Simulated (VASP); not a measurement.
A run of VASP 6.6.1 is set up as follows.

The input INCAR:

```
SYSTEM = ZnCu
ALGO = Normal ; EDIFF = 1E-8
ENCUT = 520 ; GGA = PE
ISIF = 2 ; ISMEAR = -1
LASPH = .True. ; LCHARG = .False.
LEFG = .True. ; LREAL = .False.
LWAVE = .False. ; NBANDS = 18
NELM = 80 ; PREC = Accurate
SIGMA = 0.05
```

File KPOINTS:

```
k-points
0
Gamma
  14 14 14
  0 0 0
```

File POSCAR:

```
ZnCu
1.0
    2.9450000000      0.0589000000      0.0000000000
    0.0589000000      2.9450000000      0.0000000000
    0.0000000000      0.0000000000      2.9450000000
Zn Cu
1 1
Direct
    0.5000000000      0.5000000000      0.5000000000
    0.0000000000      0.0000000000      0.0000000000
```

Potentials or basis: VASP PAW PBE potentials, release 64 (Zn, Cu).

Launch:

```bash
$ cat potpaw_PBE.64/Zn/POTCAR potpaw_PBE.64/Cu/POTCAR > POTCAR
$ mpirun -np 1 vasp_std > vasp.out
```

Task: Predict the band gap on the k mesh.

Result: Zero (an odd number of electrons rules out a gap without spin polarisation).

Task: Predict the pressure.

Result: 3.1 GPa.

Stress tensor (GPa, compression positive):
```
 3.01 -3.96  0.00
-3.96  3.01  0.00
 0.00  0.00  3.22
```

Caveat: the cell differs from its parent crystal (xy shear strain of +4 %); the cell stands under pressure; without QUAD_EFG the Cq values of the log hold for a quadrupole moment of 1 mb, not for the nuclei.
